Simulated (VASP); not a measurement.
# YSi11O23 (a cell with a defect) in VASP: single point with r2SCAN

Aim: the single point of YSi11O23 (a cell with a defect) with r2SCAN.

All numbers are computed with VASP 6.6.1; they aren't measurements. Logs are shortened: lines on timing, memory, paths and dates and some standing lists are left out, and cuts for length are marked.

**1. The cell of the first run**

The cell holds a defect, 35 atoms: a = 7.454 Å, b = 7.454 Å, c = 10.042 Å, α = 70.32°, β = 70.32°, γ = 71.37°.

**2. Single point, r2SCAN, collinear spin**

Input file POSCAR:

```
YSi11O23
1.0
   -2.5104095144      4.3481568267      5.5092742089
    5.0208190287      0.0000000000      5.5092742089
    5.0208190287      8.6963136534      0.0000000000
Si O Y
11 23 1
Direct
    0.3975942838      0.8985833476      0.0531779898
    0.9189904174      0.4286863796      0.2666981019
   -0.0098806008     -0.0073306139      0.2685144453
    0.5031616569      0.4904149640      0.0016545159
    0.0793251106      0.5622720875      0.4521890678
    0.5889304150      0.0605038133      0.2063506883
    0.4023342806      0.9741574222      0.5428701658
    0.9041700716      0.4308319697      0.7768568551
    0.0067158725      0.0061815866      0.7662936565
    0.1141377772      0.5683710456      0.9290234542
    0.5997438259      0.0668919202      0.7277119692
    0.0763252915      0.4776072233      0.3228985010
    0.5535062989      0.9407872415      0.1119059669
    0.0335420136      0.8028325357      0.4020807213
    0.5605249887      0.2903967063      0.1210018689
    0.1768922439      0.0023672389      0.1249802895
    0.7024599827      0.5358180517      0.3373665345
    0.2823112069      0.4751797401      0.4946463442
    0.8122228049      0.9744978273      0.2186352628
    0.4184890227      0.6664410780      0.0828800454
    0.9403772161      0.1899857777      0.3210180522
    0.4337344109      0.0413458074      0.3662810301
    0.9722608756      0.4947052216      0.0873022937
    0.0761150608      0.4945754126      0.8060359697
    0.5454609018      1.0744755550      0.5815623214
    0.0794493645      0.8068956131      0.8838688750
    0.1727522318      0.0638236248      0.6171591290
    0.6934818296      0.5355315774      0.8675991087
    0.3438005580      0.4717346420      0.9304893405
    0.8275939852      0.9681412679      0.7252198085
    0.4554870674      0.7439480421      0.6089547702
    0.9253432208      0.1929946482      0.8379700311
    0.4406473349     -0.0086940492      0.8747748229
    0.9019649411      0.5000307996      0.6036018960
    0.5213810046      0.4870420317      0.5462632014
```

Input file INCAR.step1:

```
PREC     = Accurate       # precision mode
ENCUT    = 580            # plane-wave cutoff, eV
ISMEAR   = -1             # smearing method
SIGMA    = 0.01           # smearing width, eV
LREAL    = Auto         
LASPH    = T              # aspherical terms in the spheres
NELM     = 200            # most SCF steps
ISPIN    = 2              # spin polarisation
MAGMOM   = 0 0 0 0 0 0 0 0 0 0 0.07 0 0 0 0 0 0 0 0 0 0 0 0 0 0.07 0 0 0 0 0.07 0.01 0 0.05 0 0.03 # initial moments
NUPDOWN  = 1.0            # fixed moment
LMAXMIX  = 4              # l up to which the mixer works
NBANDS   = 124            # bands
GGA      = PE             # functional
ALGO     = Normal         # electronic algorithm
EDIFF    = 1E-5           # SCF threshold, eV
LWAVE    = T              # write WAVECAR
LCHARG   = F              # write CHGCAR
GGA_COMPAT= F
```

Input file INCAR.step2:

```
PREC     = Accurate       # precision mode
ENCUT    = 580            # plane-wave cutoff, eV
EDIFF    = 1E-6           # SCF threshold, eV
ISMEAR   = -1             # smearing method
SIGMA    = 0.01           # smearing width, eV
LREAL    = Auto         
LASPH    = T              # aspherical terms in the spheres
NELM     = 200            # most SCF steps
ALGO     = Normal         # electronic algorithm
ISIF     = 2              # what is computed and relaxed
LWAVE    = F              # write WAVECAR
LCHARG   = T              # write CHGCAR
ISPIN    = 2              # spin polarisation
MAGMOM   = 0 0 0 0 0 0 0 0 0 0 0.07 0 0 0 0 0 0 0 0 0 0 0 0 0 0.07 0 0 0 0 0.07 0.01 0 0.05 0 0.03 # initial moments
LORBIT   = 11             # projections on sites
NUPDOWN  = 1.0            # fixed moment
LMAXMIX  = 4              # l up to which the mixer works
METAGGA  = R2SCAN         # meta-GGA
LMIXTAU  = T            
LELF     = T              # ELF
LVHAR    = T            
NBANDS   = 124            # bands
ISTART   = 1            
GGA_COMPAT= F
```

Input file KPOINTS:

```
Automatic mesh
0
Gamma
  1 1 1
  0.25 0.25 0.25
```

Potentials or basis: VASP PAW PBE potentials, release 64 (Si, O, Y_sv).

Started as:

```
> cat potpaw_PBE.64/Si/POTCAR potpaw_PBE.64/O/POTCAR potpaw_PBE.64/Y_sv/POTCAR > POTCAR
> cp INCAR.step1 INCAR
> mpirun -np 1 vasp_std > vasp.out
> cp INCAR.step2 INCAR
> mpirun -np 1 vasp_std > vasp.out
```

OUTCAR:

```text
PREC = Accurate
   ENCUT = 580
   EDIFF = 1E-6
   ISMEAR = -1
   LREAL = Auto
   LASPH = T
   NELM = 200
   ISIF = 2
   ISPIN = 2
   LORBIT = 11
   NUPDOWN = 1.0
   METAGGA = R2SCAN
   ISTART = 1

 ion  position               nearest neighbor table
   1  0.398  0.899  0.053-  16 1.61  13 1.62  20 1.62  33 1.65   4 3.07   3 3.10  11 3.11   6 3.11

   2  0.919  0.429  0.267-  17 1.59  12 1.64  23 1.64  21 1.65   5 3.07   3 3.12  35 3.35
   3  0.990  0.993  0.269-  21 1.62  14 1.62  19 1.62  16 1.63   5 3.10   1 3.10   6 3.11   2 3.12

   4  0.503  0.490  0.002-  15 1.61  20 1.62  28 1.63  29 1.64  10 3.06   1 3.07   8 3.08
   5  0.079  0.562  0.452-  18 1.59  12 1.63  14 1.64  34 1.68   8 3.02   2 3.07   3 3.10  35 3.55
[... 8 lines left out ...]
  10  0.114  0.568  0.929-  23 1.61  29 1.63  26 1.64  24 1.64   4 3.06   8 3.09   9 3.10
  11  0.600  0.067  0.728-  33 1.61  30 1.62  25 1.63  35 3.03   9 3.06   7 3.07   1 3.11
  12  0.076  0.478  0.323-   5 1.63   2 1.64
  13  0.554  0.941  0.112-   1 1.62   6 1.63
  14  0.034  0.803  0.402-   3 1.62   5 1.64
  15  0.561  0.290  0.121-   4 1.61   6 1.62
  16  0.177  0.002  0.125-   1 1.61   3 1.63
  17  0.702  0.536  0.337-   2 1.59  35 2.06
  18  0.282  0.475  0.495-   5 1.59  35 2.05
  19  0.812  0.974  0.219-   6 1.61   3 1.62
  20  0.418  0.666  0.083-   1 1.62   4 1.62
  21  0.940  0.190  0.321-   3 1.62   2 1.65
  22  0.434  0.041  0.366-   6 1.62   7 1.63
  23  0.972  0.495  0.087-  10 1.61   2 1.64
  24  0.076  0.495  0.806-   8 1.64  10 1.64
  25  0.545  0.074  0.582-  11 1.63   7 1.68  35 2.93
  26  0.079  0.807  0.884-   9 1.62  10 1.64
  27  0.173  0.064  0.617-   9 1.62   7 1.64
  28  0.693  0.536  0.868-   8 1.62   4 1.63
  29  0.344  0.472  0.930-  10 1.63   4 1.64
  30  0.828  0.968  0.725-  11 1.62   9 1.65
  31  0.455  0.744  0.609-   7 1.59  35 2.08
  32  0.925  0.193  0.838-   9 1.63   8 1.64
  33  0.441  0.991  0.875-  11 1.61   1 1.65
  34  0.902  0.500  0.604-   8 1.64   5 1.68  35 3.11
  35  0.521  0.487  0.546-  18 2.05  17 2.06  31 2.08  25 2.93  11 3.03  34 3.11   2 3.35   7 3.44
                             5 3.55

  LATTYP: Found a base centered monoclinic cell.
 ALAT       =    12.1085520585
 B/A-ratio  =     0.7181959999
 C/A-ratio  =     0.8293013078
 COS(beta)  =    -0.4146506539

  Lattice vectors:

 A1 = (   2.5104095144,  -4.3481568267,  -5.5092742089)
 A2 = (  -5.0208190287,   0.0000000000,  -5.5092742089)
 A3 = (   5.0208190287,   8.6963136534,   0.0000000000)

Analysis of symmetry for initial positions (statically):
=====================================================================
 Subroutine PRICEL returns:
 Original cell was already a primitive cell.

 Routine SETGRP: Setting up the symmetry group for a
 base centered monoclinic supercell.

 Subroutine GETGRP returns: Found  1 space group operations
 (whereof  1 operations were pure point group operations)
 out of a pool of  4 trial point group operations.

The static configuration has the point symmetry C_1 .

Analysis of symmetry for dynamics (positions and initial velocities):
=====================================================================
 Subroutine PRICEL returns:
 Original cell was already a primitive cell.

 Routine SETGRP: Setting up the symmetry group for a
 base centered monoclinic supercell.

 Subroutine GETGRP returns: Found  1 space group operations
 (whereof  1 operations were pure point group operations)
 out of a pool of  4 trial point group operations.

The dynamic configuration has the point symmetry C_1 .

Analysis of structural, dynamic, and magnetic symmetry:
=====================================================================
 Subroutine PRICEL returns:
 Original cell was already a primitive cell.

 Routine SETGRP: Setting up the symmetry group for a
 base centered monoclinic supercell.

 Subroutine GETGRP returns: Found  1 space group operations
 (whereof  1 operations were pure point group operations)
 out of a pool of  4 trial point group operations.

The overall configuration has the point symmetry C_1 .

[... 142 lines left out ...]
   EDIFFG = 0.1E-04   stopping-criterion for IOM
   NSW    =      0    number of steps for IOM
   IBRION =     -1    ionic relax: 0-MD 1-quasi-New 2-CG
   NFREE  =      0    steps in history (QN), initial steepest desc. (CG)
   ISIF   =      2    stress and relaxation
   ISYM   =      2    0-nonsym 1-usesym 2-fastsym
   POTIM  = 0.5000    time-step for ionic-motion
   TEBEG  =    0.0;   TEEND  =   0.0 temperature during run
   PSTRESS=    0.0 pullay stress
   NELECT =     193.0000    total number of electrons
   NUPDOWN=       1.0000    fix difference up-down
   EMIN   =  10.00;   EMAX   =-10.00  energy-range for DOS
   EFERMI =   0.00;   METHOD = LEGACY
   ISMEAR =    -1;   SIGMA  =   0.01  broadening in eV -4-tet -1-fermi 0-gaus
   EFERMI_NEDOS =   21; number of points for ismear=-14 and -15
   IALGO  =     38    algorithm
   IMIX   =      4    mixing-type and parameters
     AMIX     =   0.40;   BMIX     =  1.00
     AMIX_MAG =   1.60;   BMIX_MAG =  1.00
  volume/ion in A,a.u.               =      13.75        92.76
  Fermi-wavevector in a.u.,A,eV,Ry     =   1.207395  2.281645 19.834596  1.457802
  Thomas-Fermi vector in A             =   2.343034
   LORBIT       =     11    0 simple, 1 ext, 2 COOP (PROOUT), +10 PAW based schemes
   METAGGA = R2SCAN    functional components
   LHFCALC =     F    Hartree Fock is set to
   AEXX    =    0.0000 exact exchange contribution
   IVDW    =     0    specifies the selected vdW correction
   LEPSILON=     F    determine dielectric tensor
   LRPA    =     F    only Hartree local field effects (RPA)
 spin polarized calculation
  energy-cutoff  :      580.00
  volume of cell :      481.10
 maximum number of plane-waves:     15266
 NGX is ok and might be reduce to    60
   NGX = 29   NGY = 29   NGZ = 39

 number of electron     192.9999986 magnetization       1.0000000

 Free energy of the ion-electron system (eV)
  ---------------------------------------------------
  ext. energy  EPLUGINS =         0.00000000
  ---------------------------------------------------
  free energy    TOTEN  =      -357.81685424 eV

  energy without entropy =     -357.81685424  energy(sigma->0) =     -357.81685424

 E-fermi :   0.9971     XC(G=0):  -9.4323

 val. band max:        1.5883254733   @ k =   0.2500   0.2500   0.2500
 cond. band min:       4.0908438666   @ k =   0.2500   0.2500   0.2500
 fundamental gap:      2.5025183933
 Fermi energy:         1.9160420172

 spin component 1

 k-point     1 :       0.2500    0.2500    0.2500
  band No.  band energies     occupation
      1     -40.0245      1.00000
      2     -20.1657      1.00000
      3     -20.0324      1.00000
      4     -19.9935      1.00000
      5     -19.8839      1.00000
      6     -19.7954      1.00000
[... 100 lines left out ...]
    107       9.4509      0.00000
    108       9.7466      0.00000
 Fermi energy:         0.9970728223

 spin component 2

 k-point     1 :       0.2500    0.2500    0.2500
  band No.  band energies     occupation
      1     -39.9768      1.00000
      2     -20.1266      1.00000
      3     -20.0042      1.00000
      4     -19.9617      1.00000
      5     -19.8134      1.00000
      6     -19.7482      1.00000
[... 100 lines left out ...]
    107       9.4832      0.00000
    108       9.7750      0.00000
 [bands above 108 left out]

------------------------ aborting loop because EDIFF is reached ----------------------------------------

  FORCE on cell =-STRESS in cart. coord.  units (eV):
  Direction    XX          YY          ZZ          XY          YZ          ZX
  --------------------------------------------------------------------------------------
  -------------------------------------------------------------------------------------
  Total       -7.1238864    -11.0607893    -10.4648010     -4.4381232     -0.9529214     -2.2954110
  in kB      -23.7243007    -36.8351594    -34.8503713    -14.7800460     -3.1734634     -7.6442854
  external PRESSURE =     -31.8032771 kB  Pullay stress =       0.0000000 kB

 VOLUME and BASIS-vectors are now :
 -----------------------------------------------------------------------------
  energy-cutoff  :      580.00
  volume of cell :      481.10
      direct lattice vectors                 reciprocal lattice vectors
    -2.510409514  4.348156827  5.509274209    -0.099585346  0.057495626  0.090756056
     5.020819029  0.000000000  5.509274209     0.099585346 -0.057495626  0.090756056
     5.020819029  8.696313653  0.000000000     0.049792673  0.086243439 -0.045378028

 POSITION                                       TOTAL-FORCE (eV/Angst)
 -----------------------------------------------------------------------------------
      3.78050      2.19125      7.14100        -0.004143     -0.042436     -0.031828
      1.18436      6.31520      7.42472        -0.014542     -0.021840     -0.006409
      3.84657      6.64028     10.92373         0.007963     -0.014025     -0.003098
      1.20745      2.20221      5.47389         0.024982      0.063884      0.011291
      4.89429      4.27730      3.53473        -0.055661      0.043977      0.051965
     -0.13863      4.35525      3.57791        -0.043895     -0.010696      0.014115
[... 27 lines left out ...]
      3.27684      9.17100      7.72398        -0.119703      0.229886      0.191451
      3.87916      7.01752      5.55568        -0.018762      0.007671     -0.017401
 -----------------------------------------------------------------------------------
    total drift:                                0.008666      0.017947     -0.008574

  FREE ENERGIE OF THE ION-ELECTRON SYSTEM (eV)
  ---------------------------------------------------
  free  energy   TOTEN  =      -357.8168542395 eV

  energy  without entropy=     -357.8168542394  energy(sigma->0) =     -357.81685424

 total charge

# of ion       s       p       d       f       tot
--------------------------------------------------
    1        0.628   0.983   0.000   0.000   1.611
    2        0.634   0.982   0.000   0.000   1.616
    3        0.627   0.980   0.000   0.000   1.607
    4        0.627   0.981   0.000   0.000   1.608
    5        0.635   0.975   0.000   0.000   1.610
    6        0.624   0.980   0.000   0.000   1.604
[... 27 lines left out ...]
   34        1.551   3.669   0.000   0.000   5.220
   35        2.193   6.459   1.112   0.169   9.933
--------------------------------------------------
tot         44.887 102.112   1.112   0.169 148.280

 magnetization (x)

# of ion       s       p       d       f       tot
--------------------------------------------------
    1        0.000   0.001   0.000   0.000   0.001
    2        0.000   0.000   0.000   0.000   0.000
    3        0.000   0.000   0.000   0.000   0.000
    4       -0.000  -0.000   0.000   0.000  -0.000
    5        0.000  -0.000   0.000   0.000  -0.000
    6       -0.000  -0.000   0.000   0.000  -0.000
[... 27 lines left out ...]
   34        0.000   0.002   0.000   0.000   0.003
   35        0.015   0.043   0.056   0.003   0.117
--------------------------------------------------
tot          0.114   0.354   0.056   0.003   0.527
```

Wall time 28 min (1 thread of Intel Xeon 8259CL, shared host); peak memory 1 GiB.

What came out:

| Property | Result |
| --- | --- |
| Free energy | -357.8169 eV |
| Pressure | -3.2 GPa |
| Largest force | 0.444 eV/Å |
| Net moment | 1.00 μB per cell |
| Site moments | Si +0.00, -0.00, +0.01, +0.19 (each value once); O +0.00, -0.00, +0.07, +0.01, +0.05 (each value once); Y +0.12 μB |
| Valence electrons inside the program's atomic spheres | Si 1.61, 1.62, 1.60, 1.59 (each value once); O 5.25, 5.27, 5.29, 5.18, 5.20, 5.28, 5.26, 5.24, 5.22, 5.19 (each value once); Y 9.93 |

Forces in eV/Å, atoms in the order of the input:
```
Si  -0.004 -0.042 -0.032
Si  -0.015 -0.022 -0.006
Si   0.008 -0.014 -0.003
Si   0.025  0.064  0.011
Si  -0.056  0.044  0.052
Si  -0.044 -0.011  0.014
Si   0.067 -0.067  0.078
Si   0.075  0.028 -0.033
Si   0.013  0.011 -0.033
Si  -0.031  0.011  0.028
Si  -0.266  0.008 -0.255
O    0.276 -0.035 -0.176
O    0.249 -0.099 -0.068
O   -0.209 -0.217 -0.088
O   -0.090 -0.155 -0.083
O   -0.081  0.253 -0.117
O   -0.362  0.121  0.191
O    0.218 -0.327 -0.206
O    0.255  0.067  0.088
O   -0.113 -0.234  0.185
O   -0.105 -0.237  0.099
O   -0.154  0.202  0.105
O   -0.053  0.156  0.149
O    0.222  0.033 -0.172
O    0.100  0.130 -0.259
O   -0.166 -0.219 -0.104
O   -0.119  0.295 -0.120
O   -0.165  0.133 -0.180
O    0.316  0.091  0.069
O    0.308  0.070  0.117
O    0.262 -0.206  0.247
O   -0.129 -0.275  0.169
O   -0.098  0.206  0.160
O   -0.120  0.230  0.191
Y   -0.019  0.008 -0.017
```

Stress tensor (GPa, compression positive):
```
-2.37 -1.48 -0.76
-1.48 -3.68 -0.32
-0.76 -0.32 -3.49
```

Caveat: the k points lie up to 0.92 Å⁻¹ apart, too coarse for converged energies, forces and pressures; the PAW data sets were made with another functional, which shifts forces and pressure a little; the total moment is fixed, so each spin has its own Fermi level and the state may be an excited one.
